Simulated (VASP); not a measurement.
The system is InSb3.

```xyz
4
Lattice="4.8064 0.0000 0.0000 0.0000 4.8064 0.0000 0.0000 0.0000 4.8064" Properties=species:S:1:pos:R:3 pbc="T T T"
In    0.0000    0.0000    0.0000
Sb    2.4032    0.0000    2.4032
Sb    0.0000    2.4032    2.4032
Sb    2.4032    2.4032    0.0000
```

```yaml
Program: VASP 6.6.1
Task: relaxation of cell and atoms
Functional: PBEsol
Potentials_or_basis: VASP PAW PBE potentials, release 64 (In_d, Sb)
Cutoff: 600 eV
k_mesh: 10 × 10 × 10
Occupations: gaussian, width 0.1 eV
Spin: no spin polarisation
```

At the start: pressure -2.6 GPa; volume 27.76 Å³/atom.

Task: How do energy, volume and symmetry change on relaxing?

Result: Over 3 steps the energy falls by 11.4 meV/atom and the volume is 26.43 Å³/atom (-4.8 %); space group Pm-3m (No. 221, to 0.1 Å) before and after.

The path:
```tsv
step	energy change (eV)	largest force (eV/Å)	pressure (GPa)	volume (Å³)
1	0.0000	0.0000	-2.63	111.03
2	-0.0393	0.0000	1.11	103.88
3	-0.0455	0.0000	0.00	105.73
```

Final structure:
```
CELL_PARAMETERS angstrom
4.72853 0.00000 0.00000
0.00000 4.72853 0.00000
0.00000 0.00000 4.72853
ATOMIC_POSITIONS crystal
In 0.00000 0.00000 0.00000
Sb 0.50000 0.00000 0.50000
Sb 0.00000 0.50000 0.50000
Sb 0.50000 0.50000 0.00000
```

Caveat: the PAW data sets were made with another functional, which shifts forces and pressure a little.
